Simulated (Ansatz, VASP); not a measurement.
Two plane-wave programs on MnO

```xyz
2
Lattice="0.0000 2.2461 2.2239 2.2461 0.0000 2.2239 2.2461 2.2461 0.0000" Properties=species:S:1:pos:R:3 pbc="T T T"
Mn    0.0000    0.0000    0.0000
O     2.2461    2.2461    2.2239
```

Alike in both runs: functional PBE; k mesh 9 × 9 × 9; occupations fermi-dirac, width 0.05 eV; collinear spin.

```csv
,VASP,Ansatz
version,VASP 6.6.1,Ansatz 0.2.0
potentials or method,"VASP PAW PBE potentials, release 64 (Mn_pv, O)",Ansatz PAW
plane-wave cutoff (eV),520,420
valence electrons in the cell,19,21
task,single point,band structure
```

Ansatz gave:

| Item | Value |
| --- | --- |
| gap on the k mesh at the Fermi level (eV) | none |
| pressure (GPa) | -2.7 |
| traceless stress, the component that is largest in VASP (GPa) | -0.11 |
| net moment per atom (μB) | 2.40 |
| size of the moment on the site where the two differ most (μB) | 4.07 |

Question: What did VASP give for the same quantities?

Answer: gap on the k mesh at the Fermi level (eV): none; pressure (GPa): -2.6; traceless stress, the component that is largest in VASP (GPa): -0.08; net moment per atom (μB): 2.40; size of the moment on the site where the two differ most (μB): 4.36.

Site moments also hang on the region over which each program counts them. A gap of «none» marks a metal or a gap that the smearing closes. VASP's potentials hold 19 valence electrons a cell and Ansatz's 21, so a difference there can come from the potentials and not from the codes.
